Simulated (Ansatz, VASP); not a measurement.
## TiAl: VASP beside Ansatz

INCAR

```
SYSTEM = TiAl
PREC = Accurate
ENCUT = 520
EDIFF = 1E-7
ISMEAR = 0
SIGMA = 0.15
LREAL = .False.
LASPH = .True.
NELM = 80
ALGO = Fast
ISIF = 2
LWAVE = .False.
LCHARG = .False.
GGA = PS
NBANDS = 14
```

File KPOINTS:

```
regular mesh
0
Gamma
  24 24 14
  0 0 0
```

The input POSCAR:

```
TiAl
1.0
    2.8478212847      0.0000000000      0.0000000000
   -1.4239106423      2.4662855780      0.0000000000
    0.0000000000      0.0000000000      4.6199447394
Ti Al
1 1
Direct
    0.0000000000      0.0000000000     -0.0030502380
    0.3333333333      0.6666666667      0.5054113201
```

Input for Ansatz:

```yaml
crystal:
  lattice:
    - [2.8478212847, 0.0, 0.0]
    - [-1.4239106423, 2.466285578, 0.0]
    - [0.0, 0.0, 4.6199447394]
  atoms:
    - { symbol: Ti, position: [0.0, 0.0, -0.003050238] }
    - { symbol: Al, position: [0.3333333333, 0.6666666667, 0.5054113201] }
basis:
  ecutwfc: 420
kpoints:
  mp_grid: { grid: [24, 24, 14] }
hamiltonian:
  xc: pbesol
scf:
  occupations: { method: gaussian, width: 0.15 }
output:
  forces: true
  stress: true
  eigenvalues: true
```

Change from the starting cell: mode 6 (341.9 1/cm) frozen in, largest displacement +0.025 Å.

Alike in both runs: task single point; functional PBEsol; k mesh 24 × 24 × 14; occupations gaussian, width 0.15 eV; no spin polarisation.

|  | VASP | Ansatz |
| --- | --- | --- |
| version | VASP 6.6.1 | Ansatz 0.2.0 |
| potentials or method | VASP PAW PBE potentials, release 64 (Ti_sv, Al), cutoff 520 eV | scalar-relativistic, plane waves, PAW |
| valence electrons in the cell | 15 | 15 |

|  | VASP | Ansatz | Ansatz less VASP |
| --- | --- | --- | --- |
| gap on the k mesh at the Fermi level (eV) | none | none | - |
| pressure (GPa) | 0.1 | 0.1 | +0.02 |
| traceless stress, the component that is largest in VASP (GPa) | -0.02 | -0.09 | -0.072 |
| rms of the force components (eV/Å) | 0.168 | 0.168 | -0.0005 |

VASP's potentials were made for PBE, not for PBEsol. Atom by atom the forces differ by 0.001 eV/Å (rms over components). A gap of «none» marks a metal or a gap that the smearing closes.
